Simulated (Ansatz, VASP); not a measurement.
One calculation of SiAu3, two programs

The input INCAR:

```
PREC = Accurate
ENCUT = 520
EDIFF = 1E-6
ISMEAR = -1
SIGMA = 0.1
LREAL = F
LASPH = T
NELM = 100
ALGO = Normal
ISIF = 2
LWAVE = F
LCHARG = F
GGA = PE
NBANDS = 26
```

Contents of KPOINTS:

```
Automatic mesh
0
Gamma
  6 6 6
```

POSCAR

```
SiAu3
1.0
    0.0000000000      3.1486662265      3.1486662265
    3.1486662265      0.0000000000      3.1486662265
    3.1486662265      3.1486662265      0.0000000000
Si Au
1 3
Direct
    0.0000000000      0.0000000000      0.0000000000
    0.2500000000      0.2500000000      0.2500000000
    0.7500000000      0.7500000000      0.7500000000
    0.5000000000      0.5000000000      0.5000000000
```

Input for Ansatz:

```yaml
crystal:
  lattice:
    - [0.0, 3.148666226525266, 3.148666226525266]
    - [3.148666226525266, 0.0, 3.148666226525266]
    - [3.148666226525266, 3.148666226525266, 0.0]
  atoms:
    - { symbol: Si, position: [0.0, 0.0, 0.0] }
    - { symbol: Au, position: [0.25, 0.25, 0.25] }
    - { symbol: Au, position: [0.75, 0.75, 0.75] }
    - { symbol: Au, position: [0.5, 0.5, 0.5] }
basis:
  ecutwfc: 550.0
kpoints:
  mp_grid:
    grid: [6, 6, 6]
hamiltonian:
  xc: pbe
scf:
  max_iter: 80
  occupations:
    method: fermi_dirac
    width: 0.1
output:
  stress: true
```

Alike in both runs: task single point; functional PBE; k mesh 6 × 6 × 6; occupations fermi-dirac, width 0.1 eV; no spin polarisation.

```csv
,VASP,Ansatz
version,VASP 6.6.1,Ansatz 0.2.0
potentials or method,"VASP PAW PBE potentials, release 64 (Si, Au), cutoff 520 eV","plane waves, PAW"
valence electrons in the cell,37,61
```

Ansatz gave:

* pressure (GPa): 20.7

**Question.** Which values does VASP return?

**Answer.** Pressure (GPa): 20.3.

VASP's potentials hold 37 valence electrons a cell and Ansatz's 61, so a difference there can come from the potentials and not from the codes.

Spin-orbit coupling is off throughout.
